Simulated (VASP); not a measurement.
# ZnAu (Pm-3m) in VASP: further runs, part 2 of 2

VASP 6.6.1. Earlier steps stand in the parts before.

## 3. Single point, PBE (strained)

Contents of INCAR:

```
PREC     = Accurate       # precision mode
ENCUT    = 520            # plane-wave cutoff, eV
EDIFF    = 1E-7           # SCF threshold, eV
ISMEAR   = 0              # smearing method
SIGMA    = 0.1            # smearing width, eV
LREAL    = False          # projectors in reciprocal space
LASPH    = True           # aspherical terms in the spheres
NELM     = 100            # most SCF steps
ALGO     = Fast           # electronic algorithm
ISIF     = 2              # what is computed and relaxed
LWAVE    = False          # write WAVECAR
LCHARG   = True           # write CHGCAR
GGA      = PE             # functional
LELF     = True           # ELF
LVHAR    = True         
NBANDS   = 18             # bands
```

Contents of KPOINTS:

```
Automatic mesh
0
Gamma
  14 14 14
```

Contents of POSCAR:

```
ZnAu
1.0
    3.1069072200      0.0000000000      0.0000000000
    0.0000000000      3.1069072200      0.0000000000
    0.0000000000      0.0000000000      3.1069072200
Zn Au
1 1
Direct
    0.5000000000      0.5000000000      0.5000000000
    0.0000000000      0.0000000000      0.0000000000
```

Potentials or basis: VASP PAW PBE potentials, release 64 (Zn, Au).

Started as:

```sh
$ cat potpaw_PBE.64/Zn/POTCAR potpaw_PBE.64/Au/POTCAR > POTCAR
$ mpirun -np 1 vasp_std > vasp.out
```

OUTCAR:

```text
PREC = Accurate
   ENCUT = 520
   EDIFF = 1E-7
   ISMEAR = 0
   LREAL = False
   LASPH = True
   NELM = 100
   ISIF = 2
   GGA = PE

 ion  position               nearest neighbor table
   1  0.500  0.500  0.500-   2 2.69   2 2.69   2 2.69   2 2.69   2 2.69   2 2.69   2 2.69   2 2.69

   2  0.000  0.000  0.000-   1 2.69   1 2.69   1 2.69   1 2.69   1 2.69   1 2.69   1 2.69   1 2.69

  LATTYP: Found a simple cubic cell.
 ALAT       =     3.1069072200

  Lattice vectors:

 A1 = (   3.1069072200,   0.0000000000,   0.0000000000)
 A2 = (   0.0000000000,   3.1069072200,   0.0000000000)
 A3 = (   0.0000000000,   0.0000000000,   3.1069072200)

Analysis of symmetry for initial positions (statically):
=====================================================================
 Subroutine PRICEL returns:
 Original cell was already a primitive cell.

 Routine SETGRP: Setting up the symmetry group for a
 simple cubic supercell.

 Subroutine GETGRP returns: Found 48 space group operations
 (whereof 48 operations were pure point group operations)
 out of a pool of 48 trial point group operations.
[... 156 lines left out ...]

 Free energy of the ion-electron system (eV)
  ---------------------------------------------------
  ext. energy  EPLUGINS =         0.00000000
  ---------------------------------------------------
  free energy    TOTEN  =        -4.66993369 eV

  energy without entropy =       -4.66620312  energy(sigma->0) =       -4.66806841

 E-fermi :   7.5967     XC(G=0): -12.5999

 val. band max:        7.5960887934   @ k =   0.4286   0.4286   0.3571
 cond. band min:       7.6735186572   @ k =   0.5000   0.4286   0.2857
 fundamental gap:      0.0774298638
 Fermi energy:         7.5966662793

 k-point     1 :       0.0000    0.0000    0.0000
  band No.  band energies     occupation
      1      -3.4039      2.00000
      2      -0.7484      2.00000
      3      -0.7484      2.00000
      4       0.0398      2.00000
      5       0.0398      2.00000
      6       0.0398      2.00000
[... 481 lines left out ...]
      5       0.0621      2.00000
      6       0.3928      2.00000
[... 10 lines left out ...]
     17      22.2663      0.00000
     18      22.5964      0.00000

 [... further k-points ...]
[... 5 lines left out ...]
  --------------------------------------------------------------------------------------
  -------------------------------------------------------------------------------------
  Total        2.0670275      2.0670275      2.0670275      0.0000000      0.0000000      0.0000000
  in kB      110.4261655    110.4261655    110.4261655      0.0000000      0.0000000      0.0000000
  external PRESSURE =     110.4261655 kB  Pullay stress =       0.0000000 kB

 VOLUME and BASIS-vectors are now :
 -----------------------------------------------------------------------------
  energy-cutoff  :      520.00
  volume of cell :       29.99
      direct lattice vectors                 reciprocal lattice vectors
     3.106907220  0.000000000  0.000000000     0.321863490  0.000000000  0.000000000
     0.000000000  3.106907220  0.000000000     0.000000000  0.321863490  0.000000000
     0.000000000  0.000000000  3.106907220     0.000000000  0.000000000  0.321863490

 POSITION                                       TOTAL-FORCE (eV/Angst)
 -----------------------------------------------------------------------------------
      1.55345      1.55345      1.55345         0.000000      0.000000      0.000000
      0.00000      0.00000      0.00000         0.000000      0.000000      0.000000
 -----------------------------------------------------------------------------------
    total drift:                                0.000000      0.000000     -0.000000

  FREE ENERGIE OF THE ION-ELECTRON SYSTEM (eV)
  ---------------------------------------------------
  free  energy   TOTEN  =        -4.6699336893 eV

  energy  without entropy=       -4.6662031236  energy(sigma->0) =       -4.66806841
```

OSZICAR:

```text
N       E                     dE             d eps       ncg     rms          rms(c)
DAV:   1     0.133622168094E+03    0.13362E+03   -0.11543E+04  4464   0.168E+03
DAV:   2     0.470425441646E+00   -0.13315E+03   -0.12718E+03  4350   0.319E+02
DAV:   3    -0.509405943389E+01   -0.55645E+01   -0.55232E+01  4754   0.696E+01
DAV:   4    -0.514263449967E+01   -0.48575E-01   -0.48536E-01  4690   0.578E+00
DAV:   5    -0.514314848835E+01   -0.51399E-03   -0.51398E-03  4608   0.637E-01    0.951E+00
RMM:   6    -0.470585879133E+01    0.43729E+00   -0.86734E-01  4466   0.817E+00    0.598E+00
RMM:   7    -0.467761939310E+01    0.28239E-01   -0.50041E-02  4822   0.196E+00    0.299E+00
RMM:   8    -0.467005704953E+01    0.75623E-02   -0.70834E-03  4784   0.826E-01    0.104E-01
RMM:   9    -0.466993018876E+01    0.12686E-03   -0.16654E-03  5036   0.367E-01    0.124E-01
RMM:  10    -0.466995581202E+01   -0.25623E-04   -0.24494E-04  5356   0.131E-01    0.825E-02
RMM:  11    -0.466993712224E+01    0.18690E-04   -0.62619E-05  5116   0.626E-02    0.281E-02
RMM:  12    -0.466993428058E+01    0.28417E-05   -0.33118E-05  5058   0.605E-02    0.122E-02
RMM:  13    -0.466993371549E+01    0.56509E-06   -0.85325E-06  5196   0.321E-02    0.399E-03
RMM:  14    -0.466993367015E+01    0.45344E-07   -0.24062E-06  5461   0.130E-02    0.168E-03
RMM:  15    -0.466993368933E+01   -0.19179E-07   -0.48005E-07  3334   0.438E-03
   1 F= -.46699337E+01 E0= -.46680684E+01  d E =-.373057E-02
```

Wall time 30 s (1 thread of Intel Xeon Platinum 8488C (Sapphire Rapids), shared host); peak memory 0.18 GiB.

Results:

```
Free energy : -4.6699 eV
Pressure    : 11.0 GPa
```

Levels at points of the mesh, in eV from the Fermi level:
| k point | band 8 | band 9 | band 10 | band 11 | band 12 | band 13 | band 14 | band 15 | band 16 | band 17 |
| --- | --- | --- | --- | --- | --- | --- | --- | --- | --- | --- |
| (0.00, 0.00, 0.00) | -5.60 | -3.83 | -3.83 | -3.83 | 5.04 | 5.04 | 5.04 | 9.34 | 12.40 | 12.40 |
| (0.50, 0.00, 0.00) | -5.59 | -5.11 | -5.11 | -4.01 | -2.41 | 10.48 | 11.37 | 11.37 | 11.54 | 11.54 |
| (0.50, 0.50, 0.00) | -4.18 | -4.18 | -3.22 | -2.15 | -2.15 | 0.97 | 2.72 | 10.61 | 12.81 | 12.81 |
| (0.50, 0.50, 0.50) | -6.72 | -3.17 | -3.17 | 1.51 | 3.79 | 3.79 | 3.79 | 3.83 | 6.08 | 6.08 |

Caveat: the cell differs from its parent crystal (strained); spin-orbit coupling is left out, which moves the levels of the heavy elements.

## 4. Single point, PBE (volume scaled by 0.94)

Contents of INCAR:

```
SYSTEM = ZnAu
  PREC = Accurate
  ENCUT = 520
  EDIFF = 1E-6
  ISMEAR = 0
  SIGMA = 0.1
  LREAL = .False.
  LASPH = .True.
  NELM = 100
  ALGO = Fast
  ISIF = 2
  LWAVE = .False.
  LCHARG = .False.
  GGA = PE
  NBANDS = 18
```

Contents of KPOINTS:

```
regular mesh
0
Gamma
  14 14 14
  0 0 0
```

Contents of POSCAR:

```
ZnAu
1.0
    3.1216440008      0.0000000000      0.0000000000
    0.0000000000      3.1216440008      0.0000000000
    0.0000000000      0.0000000000      3.1216440008
Zn Au
1 1
Direct
    0.5000000000      0.5000000000      0.5000000000
    0.0000000000      0.0000000000      0.0000000000
```

Potentials or basis: VASP PAW PBE potentials, release 64 (Zn, Au).

Started as:

```sh
$ cat potpaw_PBE.64/Zn/POTCAR potpaw_PBE.64/Au/POTCAR > POTCAR
$ mpirun -np 1 vasp_std > vasp.out
```

OUTCAR:

```text
SYSTEM = ZnAu
   PREC = Accurate
   ENCUT = 520
   EDIFF = 1E-6
   ISMEAR = 0
   LREAL = .False.
   LASPH = .True.
   NELM = 100
   ISIF = 2
   GGA = PE

 ion  position               nearest neighbor table
   1  0.500  0.500  0.500-   2 2.70   2 2.70   2 2.70   2 2.70   2 2.70   2 2.70   2 2.70   2 2.70

   2  0.000  0.000  0.000-   1 2.70   1 2.70   1 2.70   1 2.70   1 2.70   1 2.70   1 2.70   1 2.70

  LATTYP: Found a simple cubic cell.
 ALAT       =     3.1216440008

  Lattice vectors:

 A1 = (   3.1216440008,   0.0000000000,   0.0000000000)
 A2 = (   0.0000000000,   3.1216440008,   0.0000000000)
 A3 = (   0.0000000000,   0.0000000000,   3.1216440008)

Analysis of symmetry for initial positions (statically):
=====================================================================
 Subroutine PRICEL returns:
 Original cell was already a primitive cell.

 Routine SETGRP: Setting up the symmetry group for a
 simple cubic supercell.

 Subroutine GETGRP returns: Found 48 space group operations
 (whereof 48 operations were pure point group operations)
 out of a pool of 48 trial point group operations.

The static configuration has the point symmetry O_h .

Analysis of symmetry for dynamics (positions and initial velocities):
=====================================================================
 Subroutine PRICEL returns:
 Original cell was already a primitive cell.

 Routine SETGRP: Setting up the symmetry group for a
 simple cubic supercell.

 Subroutine GETGRP returns: Found 48 space group operations
 (whereof 48 operations were pure point group operations)
 out of a pool of 48 trial point group operations.

The dynamic configuration has the point symmetry O_h .

 Subroutine INISYM returns: Found 48 space group operations
 (whereof 48 operations are pure point group operations),
 and found     1 'primitive' translations

----------------------------------------------------------------------------------------

                                     Primitive cell

  volume of cell :      30.4194

  direct lattice vectors                    reciprocal lattice vectors
     3.121644001  0.000000000  0.000000000     0.320344024  0.000000000  0.000000000
     0.000000000  3.121644001  0.000000000     0.000000000  0.320344024  0.000000000
     0.000000000  0.000000000  3.121644001     0.000000000  0.000000000  0.320344024

  length of vectors
     3.121644001  3.121644001  3.121644001     0.320344024  0.320344024  0.320344024

  position of ions in fractional coordinates (direct lattice)
     0.500000000  0.500000000  0.500000000
     0.000000000  0.000000000  0.000000000

  ion indices of the primitive-cell ions
   primitive index   ion index
                 1           1
                 2           2

----------------------------------------------------------------------------------------

 KPOINTS: regular mesh

Automatic generation of k-mesh.
 Grid dimensions read from file:
 generate k-points for:   14   14   14

 Generating k-lattice:

  Cartesian coordinates                     Fractional coordinates (reciprocal lattice)
     0.022881716  0.000000000  0.000000000     0.071428571  0.000000000  0.000000000
     0.000000000  0.022881716  0.000000000     0.000000000  0.071428571  0.000000000
     0.000000000  0.000000000  0.022881716     0.000000000  0.000000000  0.071428571

  Length of vectors
     0.022881716  0.022881716  0.022881716

  Shift w.r.t. Gamma in fractional coordinates (k-lattice)
     0.000000000  0.000000000  0.000000000

 Subroutine IBZKPT returns following result:
 ===========================================

 Found    120 irreducible k-points:

 Following reciprocal coordinates:
            Coordinates               Weight
  0.000000  0.000000  0.000000      1.000000
  0.071429  0.000000  0.000000      6.000000
  0.142857  0.000000  0.000000      6.000000
  0.214286  0.000000  0.000000      6.000000
  0.285714  0.000000  0.000000      6.000000
  0.357143  0.000000  0.000000      6.000000
[... 16 lines left out ...]
  0.285714  0.214286  0.000000     24.000000
  0.357143  0.214286  0.000000     24.000000
 [... further k-points ...]
   k-points           NKPTS =    120   k-points in BZ     NKDIM =    120   number of bands    NBANDS=     18
   number of dos      NEDOS =    301   number of ions     NIONS =      2
   total plane-waves  NPLWV =  13824
   dimension x,y,z NGX =    24 NGY =   24 NGZ =   24
   dimension x,y,z NGXF=    48 NGYF=   48 NGZF=   48
   ions per type =               1   1
   NGX,Y,Z   is equivalent  to a cutoff of  12.78, 12.78, 12.78 a.u.
   NGXF,Y,Z  is equivalent  to a cutoff of  25.56, 25.56, 25.56 a.u.
 SYSTEM =  ZnAu
   PREC   = accura    normal or accurate (medium, high low for compatibility)
   ISTART =      0    job   : 0-new  1-cont  2-samecut
   ICHARG =      2    charge: 1-file 2-atom 10-const
   ISPIN  =      1    spin polarized calculation?
   LNONCOLLINEAR =      F non collinear calculations
   LSORBIT =      F    spin-orbit coupling
   LASPH  =      T    aspherical Exc in radial PAW
   ENCUT  =  520.0 eV  38.22 Ry    6.18 a.u.   5.80  5.80  5.80*2*pi/ulx,y,z
   NELM   =    100;   NELMIN=  2; NELMDL= -5     # of ELM steps
   EDIFF  = 0.1E-05   stopping-criterion for ELM
   LREAL  =      F    real-space projection
   EDIFFG = 0.1E-04   stopping-criterion for IOM
   NSW    =      0    number of steps for IOM
   IBRION =     -1    ionic relax: 0-MD 1-quasi-New 2-CG
   NFREE  =      0    steps in history (QN), initial steepest desc. (CG)
   ISIF   =      2    stress and relaxation
   ISYM   =      2    0-nonsym 1-usesym 2-fastsym
   POTIM  = 0.5000    time-step for ionic-motion
   TEBEG  =    0.0;   TEEND  =   0.0 temperature during run
   PSTRESS=    0.0 pullay stress
   NELECT =      23.0000    total number of electrons
   NUPDOWN=      -1.0000    fix difference up-down
   EMIN   =  10.00;   EMAX   =-10.00  energy-range for DOS
   EFERMI =   0.00;   METHOD = LEGACY
   ISMEAR =     0;   SIGMA  =   0.10  broadening in eV -4-tet -1-fermi 0-gaus
   EFERMI_NEDOS =   21; number of points for ismear=-14 and -15
   IALGO  =     68    algorithm
   IMIX   =      4    mixing-type and parameters
     AMIX     =   0.40;   BMIX     =  1.00
     AMIX_MAG =   1.60;   BMIX_MAG =  1.00
  volume/ion in A,a.u.               =      15.21       102.64
  Fermi-wavevector in a.u.,A,eV,Ry     =   1.491423  2.818380 30.264004  2.224342
  Thomas-Fermi vector in A             =   2.604080
   LORBIT       =      0    0 simple, 1 ext, 2 COOP (PROOUT), +10 PAW based schemes
   GGA     = PE    functional components
   LHFCALC =     F    Hartree Fock is set to
   AEXX    =    0.0000 exact exchange contribution
   IVDW    =     0    specifies the selected vdW correction
   LEPSILON=     F    determine dielectric tensor
   LRPA    =     F    only Hartree local field effects (RPA)
 non-spin polarized calculation
 RMM-DIIS sequential band-by-band and
 Gauss-broadening in eV      SIGMA  =   0.10
  energy-cutoff  :      520.00
  volume of cell :       30.42
 maximum number of plane-waves:       840
 NGX is ok and might be reduce to    24
   NGX = 11   NGY = 11   NGZ = 11

 number of electron      22.9999967 magnetization

 Free energy of the ion-electron system (eV)
  ---------------------------------------------------
  ext. energy  EPLUGINS =         0.00000000
  ---------------------------------------------------
  free energy    TOTEN  =        -4.69643028 eV

  energy without entropy =       -4.69265694  energy(sigma->0) =       -4.69454361

 E-fermi :   7.4088     XC(G=0): -12.5179

 val. band max:        7.4012627868   @ k =   0.4286   0.4286   0.3571
 cond. band min:       7.4099315170   @ k =   0.5000   0.5000   0.2143
 fundamental gap:      0.0086687303
 Fermi energy:         7.4088481532

 k-point     1 :       0.0000    0.0000    0.0000
  band No.  band energies     occupation
      1      -3.4487      2.00000
      2      -0.8522      2.00000
      3      -0.8522      2.00000
      4      -0.1007      2.00000
      5      -0.1007      2.00000
      6      -0.1007      2.00000
[... 10 lines left out ...]
     17      19.7076      0.00000
     18      25.7984      0.00000

 k-point     2 :       0.0714    0.0000    0.0000
  band No.  band energies     occupation
      1      -3.3561      2.00000
      2      -0.8305      2.00000
      3      -0.8230      2.00000
      4      -0.1017      2.00000
      5      -0.1017      2.00000
      6      -0.0925      2.00000
[... 10 lines left out ...]
     17      20.1281      0.00000
     18      25.7749      0.00000
[... 442 lines left out ...]
 k-point    24 :       0.3571    0.2143    0.0000
  band No.  band energies     occupation
      1      -1.1103      2.00000
      2      -0.5453      2.00000
      3      -0.2709      2.00000
      4      -0.1926      2.00000
      5      -0.0802      2.00000
      6       0.2619      2.00000
[... 10 lines left out ...]
     17      21.9497      0.00000
     18      22.3051      0.00000

 [... further k-points ...]
[... 5 lines left out ...]
  --------------------------------------------------------------------------------------
  -------------------------------------------------------------------------------------
  Total        1.6125057      1.6125057      1.6125057     -0.0000000     -0.0000000     -0.0000000
  in kB       84.9301167     84.9301167     84.9301167     -0.0000000     -0.0000000     -0.0000000
  external PRESSURE =      84.9301167 kB  Pullay stress =       0.0000000 kB

 VOLUME and BASIS-vectors are now :
 -----------------------------------------------------------------------------
  energy-cutoff  :      520.00
  volume of cell :       30.42
      direct lattice vectors                 reciprocal lattice vectors
     3.121644001  0.000000000  0.000000000     0.320344024  0.000000000  0.000000000
     0.000000000  3.121644001  0.000000000     0.000000000  0.320344024  0.000000000
     0.000000000  0.000000000  3.121644001     0.000000000  0.000000000  0.320344024

 POSITION                                       TOTAL-FORCE (eV/Angst)
 -----------------------------------------------------------------------------------
      1.56082      1.56082      1.56082         0.000000      0.000000      0.000000
      0.00000      0.00000      0.00000         0.000000      0.000000      0.000000
 -----------------------------------------------------------------------------------
    total drift:                                0.000000      0.000000     -0.000000

  FREE ENERGIE OF THE ION-ELECTRON SYSTEM (eV)
  ---------------------------------------------------
  free  energy   TOTEN  =        -4.6964302777 eV

  energy  without entropy=       -4.6926569413  energy(sigma->0) =       -4.69454361
```

stdout:

```text
POSCAR found type information on POSCAR ZnAu
 POSCAR found :  2 types and       2 ions
 scaLAPACK will be used
 LDA part: xc-table for (Slater+PW92), standard interpolation
 POSCAR, INCAR and KPOINTS ok, starting setup
 FFT: planning ... GRIDC
 FFT: planning ... GRID_SOFT
 FFT: planning ... GRID
 WAVECAR not read
 entering main loop
```

Run time: 23 s. Hardware: 1 thread of Intel Xeon Platinum 8488C (Sapphire Rapids), shared host; peak memory 0.19 GiB.

What came out:

| Property | Result |
| --- | --- |
| Free energy | -4.6964 eV |
| Pressure | 8.5 GPa |

Caveat: spin-orbit coupling is left out, which moves the levels of the heavy elements.

## 5. The runs side by side

| cell | gap on the mesh (eV) | pressure (GPa) |
| --- | --- | --- |
| a = 3.103 Å, 2 atoms | none | 11.7 |
| a = 3.107 Å, 2 atoms | none | 11.0 |
| a = 3.122 Å, 2 atoms | none | 8.5 |

Alike in all rows: task single point; level PBE; potentials or basis VASP PAW PBE potentials, release 64 (Zn, Au); no spin polarisation; k mesh 14 × 14 × 14; cutoff (eV) 520; smearing gaussian 0.1 eV.

Caveats: spin-orbit coupling is left out, which moves the levels of the heavy elements.

Total energies depend on the potentials used, so only differences within one code and one set of settings carry meaning.
